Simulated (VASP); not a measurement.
C3N, 8 atoms in the cell. It takes space group P6_3/mcm (No. 193, hexagonal). Conventional cell: a = 3.688 Å, b = 3.688 Å, c = 6.506 Å, α = 90.00°, β = 90.00°, γ = 120.00°. C (site symmetry m2m) has 2 C at 1.52 Å and 2 N at 1.85 Å within 2.0 Å. Within 2.5 Å of N (site symmetry -3m) lie 6 C at 1.85 Å. 

```yaml
Program: VASP 6.6.1
Task: single point
Functional: PBE
Potentials_or_basis: VASP PAW PBE potentials, release 64 (C, N)
Cutoff: 520 eV
k_mesh: 12 × 12 × 8
Occupations: gaussian, width 0.1 eV
Spin: no spin polarisation
Dipole_correction: no
Further_INCAR_settings: ALGO = Normal; EDIFF = 1e-06; NBANDS = 27
```

Potentials or basis: VASP PAW PBE potentials, release 64 (C, N).

Launch:

```bash
$ cat potpaw_PBE.64/C/POTCAR potpaw_PBE.64/N/POTCAR > POTCAR
$ mpirun -np 1 vasp_std > vasp.out
```

Hardware: 1 thread of AMD EPYC 7R43 64-Core Processor (Zen 3), on a shared host.

Task: How long does it take, and how much memory?

Result: Wall time 3.8 min on 1 thread of AMD EPYC 7R43 64-Core Processor (Zen 3) (shared host), peak memory 0.23 GiB. Counts: scf iterations 14, k points 95.
